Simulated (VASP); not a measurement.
# Ag (R-3m) in VASP: single point with PBEsol

Aim: the single point of Ag with PBEsol.

Everything below comes from runs of VASP 6.6.1. Logs are shortened: lines on timing, memory, paths and dates and some standing lists are left out, and cuts for length are marked.

### Step 1. The cell of the first run

It takes space group R-3m (No. 166, trigonal). Conventional cell: a = 4.798 Å, b = 4.798 Å, c = 2.732 Å, α = 90.00°, β = 90.00°, γ = 120.00°. Within 3.6 Å of Ag (site symmetry -3m) lie 14 Ag at 2.73 to 3.32 Å.

### Step 2. Single point, PBEsol

Contents of INCAR:

```
SYSTEM = Ag
ALGO = Fast ; EDIFF = 1E-6
ENCUT = 520 ; GGA = PS
ISIF = 2 ; ISMEAR = 0
LASPH = .TRUE. ; LCHARG = .FALSE.
LREAL = .FALSE. ; LWAVE = .FALSE.
NBANDS = 12 ; NELM = 60
PREC = Accurate ; SIGMA = 0.15
```

Contents of KPOINTS:

```
k-points
0
G
  22 22 22
  0 0 0
```

Contents of POSCAR:

```
Ag
1.0
   -1.7357708363      1.6566151630      1.6566151630
    1.6566151630     -1.7357708363      1.6566151630
    1.6566151630      1.6566151630     -1.7357708363
Ag
1
Direct
    0.0000000000      0.0000000000      0.0000000000
```

Potentials or basis: VASP PAW PBE potentials, release 64 (Ag).

Started as:

```sh
cat potpaw_PBE.64/Ag/POTCAR > POTCAR
mpirun -np 1 vasp_std > vasp.out
```

OUTCAR:

```text
SYSTEM = Ag
   EDIFF = 1E-6
   ENCUT = 520
   GGA = PS
   ISIF = 2
   ISMEAR = 0
   LASPH = .TRUE.
   LREAL = .FALSE.
   NELM = 60
   PREC = Accurate

 ion  position               nearest neighbor table
   1  0.000  0.000  0.000-

  LATTYP: Found a trigonal (rhomboedric) cell.
 ALAT       =     2.9157585621
 COS(alpha) =    -0.3536531715

  Lattice vectors:

 A1 = (  -1.7357708363,   1.6566151630,   1.6566151630)
 A2 = (   1.6566151630,  -1.7357708363,   1.6566151630)
 A3 = (   1.6566151630,   1.6566151630,  -1.7357708363)

Analysis of symmetry for initial positions (statically):
=====================================================================
 Subroutine PRICEL returns:
 Original cell was already a primitive cell.

 Routine SETGRP: Setting up the symmetry group for a
 trigonal (rhombohedral) supercell.

 Subroutine GETGRP returns: Found 12 space group operations
 (whereof 12 operations were pure point group operations)
 out of a pool of 12 trial point group operations.

The static configuration has the point symmetry D_3d.

Analysis of symmetry for dynamics (positions and initial velocities):
=====================================================================
 Subroutine PRICEL returns:
 Original cell was already a primitive cell.

 Routine SETGRP: Setting up the symmetry group for a
 trigonal (rhombohedral) supercell.

 Subroutine GETGRP returns: Found 12 space group operations
 (whereof 12 operations were pure point group operations)
 out of a pool of 12 trial point group operations.

The dynamic configuration has the point symmetry D_3d.

 Subroutine INISYM returns: Found 12 space group operations
 (whereof 12 operations are pure point group operations),
 and found     1 'primitive' translations

----------------------------------------------------------------------------------------

                                     Primitive cell

  volume of cell :      18.1538

  direct lattice vectors                    reciprocal lattice vectors
    -1.735770836  1.656615163  1.656615163     0.014791716  0.309569492  0.309569492
     1.656615163 -1.735770836  1.656615163     0.309569492  0.014791716  0.309569492
     1.656615163  1.656615163 -1.735770836     0.309569492  0.309569492  0.014791716

  length of vectors
     2.915758562  2.915758562  2.915758562     0.438047185  0.438047185  0.438047185

  position of ions in fractional coordinates (direct lattice)
     0.000000000  0.000000000  0.000000000

  ion indices of the primitive-cell ions
   primitive index   ion index
                 1           1

----------------------------------------------------------------------------------------

 KPOINTS: k-points

Automatic generation of k-mesh.
 Grid dimensions read from file:
 generate k-points for:   22   22   22

 Generating k-lattice:

  Cartesian coordinates                     Fractional coordinates (reciprocal lattice)
     0.000672351  0.014071341  0.014071341     0.045454545  0.000000000  0.000000000
     0.014071341  0.000672351  0.014071341     0.000000000  0.045454545  0.000000000
     0.014071341  0.014071341  0.000672351     0.000000000  0.000000000  0.045454545

  Length of vectors
     0.019911236  0.019911236  0.019911236

  Shift w.r.t. Gamma in fractional coordinates (k-lattice)
     0.000000000  0.000000000  0.000000000

 Subroutine IBZKPT returns following result:
 ===========================================

 Found   1024 irreducible k-points:

 Following reciprocal coordinates:
            Coordinates               Weight
  0.000000  0.000000  0.000000      1.000000
  0.045455  0.000000  0.000000      6.000000
  0.090909  0.000000  0.000000      6.000000
  0.136364 -0.000000 -0.000000      6.000000
  0.181818  0.000000  0.000000      6.000000
  0.227273  0.000000  0.000000      6.000000
[... 16 lines left out ...]
  0.500000  0.045455  0.000000     12.000000
 -0.454545  0.045455  0.000000     12.000000
 [... further k-points ...]
   k-points           NKPTS =   1024   k-points in BZ     NKDIM =   1024   number of bands    NBANDS=     12
   number of dos      NEDOS =    301   number of ions     NIONS =      1
   total plane-waves  NPLWV =  13824
   dimension x,y,z NGX =    24 NGY =   24 NGZ =   24
   dimension x,y,z NGXF=    48 NGYF=   48 NGZF=   48
   ions per type =               1
   NGX,Y,Z   is equivalent  to a cutoff of  13.68, 13.68, 13.68 a.u.
   NGXF,Y,Z  is equivalent  to a cutoff of  27.37, 27.37, 27.37 a.u.
 SYSTEM =  Ag
   PREC   = accura    normal or accurate (medium, high low for compatibility)
   ISTART =      0    job   : 0-new  1-cont  2-samecut
   ICHARG =      2    charge: 1-file 2-atom 10-const
   ISPIN  =      1    spin polarized calculation?
   LNONCOLLINEAR =      F non collinear calculations
   LSORBIT =      F    spin-orbit coupling
   LASPH  =      T    aspherical Exc in radial PAW
   ENCUT  =  520.0 eV  38.22 Ry    6.18 a.u.   5.42  5.42  5.42*2*pi/ulx,y,z
   NELM   =     60;   NELMIN=  2; NELMDL= -5     # of ELM steps
   EDIFF  = 0.1E-05   stopping-criterion for ELM
   LREAL  =      F    real-space projection
   EDIFFG = 0.1E-04   stopping-criterion for IOM
   NSW    =      0    number of steps for IOM
   IBRION =     -1    ionic relax: 0-MD 1-quasi-New 2-CG
   NFREE  =      0    steps in history (QN), initial steepest desc. (CG)
   ISIF   =      2    stress and relaxation
   ISYM   =      2    0-nonsym 1-usesym 2-fastsym
   POTIM  = 0.5000    time-step for ionic-motion
   TEBEG  =    0.0;   TEEND  =   0.0 temperature during run
   PSTRESS=    0.0 pullay stress
   NELECT =      11.0000    total number of electrons
   NUPDOWN=      -1.0000    fix difference up-down
   EMIN   =  10.00;   EMAX   =-10.00  energy-range for DOS
   EFERMI =   0.00;   METHOD = LEGACY
   ISMEAR =     0;   SIGMA  =   0.15  broadening in eV -4-tet -1-fermi 0-gaus
   EFERMI_NEDOS =   21; number of points for ismear=-14 and -15
   IALGO  =     68    algorithm
   IMIX   =      4    mixing-type and parameters
     AMIX     =   0.40;   BMIX     =  1.00
     AMIX_MAG =   1.60;   BMIX_MAG =  1.00
  volume/ion in A,a.u.               =      18.15       122.51
  Fermi-wavevector in a.u.,A,eV,Ry     =   1.385318  2.617871 26.111022  1.919106
  Thomas-Fermi vector in A             =   2.509739
   LORBIT       =      0    0 simple, 1 ext, 2 COOP (PROOUT), +10 PAW based schemes
   GGA     = PS    functional components
   LHFCALC =     F    Hartree Fock is set to
   AEXX    =    0.0000 exact exchange contribution
   IVDW    =     0    specifies the selected vdW correction
   LEPSILON=     F    determine dielectric tensor
   LRPA    =     F    only Hartree local field effects (RPA)
 non-spin polarized calculation
 RMM-DIIS sequential band-by-band and
 Gauss-broadening in eV      SIGMA  =   0.15
  energy-cutoff  :      520.00
  volume of cell :       18.15
 maximum number of plane-waves:       501
 NGX is ok and might be reduce to    24
   NGX = 11   NGY = 11   NGZ = 11

 number of electron      10.9999998 magnetization

 Free energy of the ion-electron system (eV)
  ---------------------------------------------------
  ext. energy  EPLUGINS =         0.00000000
  ---------------------------------------------------
  free energy    TOTEN  =        -3.21837155 eV

  energy without entropy =       -3.21556494  energy(sigma->0) =       -3.21696825

 E-fermi :   7.3687     XC(G=0): -12.0374

 val. band max:        7.3473658526   @ k =  -0.2727   0.4091   0.1818
 cond. band min:       7.3713581761   @ k =  -0.3636   0.4091   0.1818
 fundamental gap:      0.0239923235
 Fermi energy:         7.3687266330

 k-point     1 :       0.0000    0.0000    0.0000
  band No.  band energies     occupation
      1       0.0186      2.00000
      2       2.3305      2.00000
      3       2.8818      2.00000
      4       2.8818      2.00000
      5       3.9903      2.00000
      6       3.9903      2.00000
      7      24.2569      0.00000
      8      25.2995      0.00000
      9      25.2995      0.00000
     10      30.0634      0.00000
     11      30.0640      0.00000
     12      30.6529      0.00000

 k-point     2 :       0.0455    0.0000    0.0000
  band No.  band energies     occupation
      1       0.0890      2.00000
      2       2.3630      2.00000
      3       2.8664      2.00000
      4       2.8975      2.00000
      5       3.9638      2.00000
      6       3.9856      2.00000
      7      24.2649      0.00000
      8      25.1926      0.00000
      9      25.3560      0.00000
     10      29.0799      0.00000
     11      29.3696      0.00000
     12      30.7114      0.00000

 k-point     3 :       0.0909    0.0000    0.0000
  band No.  band energies     occupation
      1       0.2959      2.00000
      2       2.4547      2.00000
      3       2.8215      2.00000
      4       2.9484      2.00000
      5       3.8920      2.00000
      6       3.9730      2.00000
      7      24.2467      0.00000
      8      24.8062      0.00000
      9      25.5093      0.00000
     10      28.0340      0.00000
     11      28.0526      0.00000
     12      30.0137      0.00000
[... 286 lines left out ...]
 k-point    23 :       0.5000    0.0455    0.0000
  band No.  band energies     occupation
      1       1.4215      2.00000
      2       2.1218      2.00000
      3       3.8297      2.00000
      4       3.9020      2.00000
      5       4.8481      2.00000
      6       7.7024      0.00166
      7      11.9401      0.00000
      8      20.0496      0.00000
      9      20.7328      0.00000
     10      26.4550      0.00000
     11      27.8410      0.00000
     12      30.5268      0.00000

 k-point    24 :      -0.4545    0.0455    0.0000
  band No.  band energies     occupation
      1       1.4641      2.00000
      2       2.1536      2.00000
      3       3.7994      2.00000
      4       3.9092      2.00000
      5       4.7225      2.00000
      6       6.8651      2.00000
      7      13.0053      0.00000
      8      20.1823      0.00000
      9      20.9626      0.00000
     10      26.4551      0.00000
     11      27.8376      0.00000
     12      30.6386      0.00000

 [... further k-points ...]
[... 5 lines left out ...]
  --------------------------------------------------------------------------------------
  -------------------------------------------------------------------------------------
  Total       -0.7517503     -0.7517503     -0.7517503      0.3142899      0.3142899      0.3142899
  in kB      -66.3461085    -66.3461085    -66.3461085     27.7378172     27.7378172     27.7378172
  external PRESSURE =     -66.3461085 kB  Pullay stress =       0.0000000 kB

 VOLUME and BASIS-vectors are now :
 -----------------------------------------------------------------------------
  energy-cutoff  :      520.00
  volume of cell :       18.15
      direct lattice vectors                 reciprocal lattice vectors
    -1.735770836  1.656615163  1.656615163     0.014791716  0.309569492  0.309569492
     1.656615163 -1.735770836  1.656615163     0.309569492  0.014791716  0.309569492
     1.656615163  1.656615163 -1.735770836     0.309569492  0.309569492  0.014791716

 POSITION                                       TOTAL-FORCE (eV/Angst)
 -----------------------------------------------------------------------------------
      0.00000      0.00000      0.00000        -0.000000     -0.000000     -0.000000
 -----------------------------------------------------------------------------------
    total drift:                                0.000000      0.000000     -0.000000

  FREE ENERGIE OF THE ION-ELECTRON SYSTEM (eV)
  ---------------------------------------------------
  free  energy   TOTEN  =        -3.2183715533 eV

  energy  without entropy=       -3.2155649444  energy(sigma->0) =       -3.21696825
```

It took 86 s on 1 thread of Intel Xeon Platinum 8375C at 2.90GHz (Ice Lake), shared host; peak memory 0.32 GiB.

What came out:

- Free energy: -3.2184 eV
- Pressure: -6.6 GPa

Stress tensor (GPa, compression positive):
```
-6.63  2.77  2.77
 2.77 -6.63  2.77
 2.77  2.77 -6.63
```

Caveat: the PAW data sets were made with another functional, which shifts forces and pressure a little.
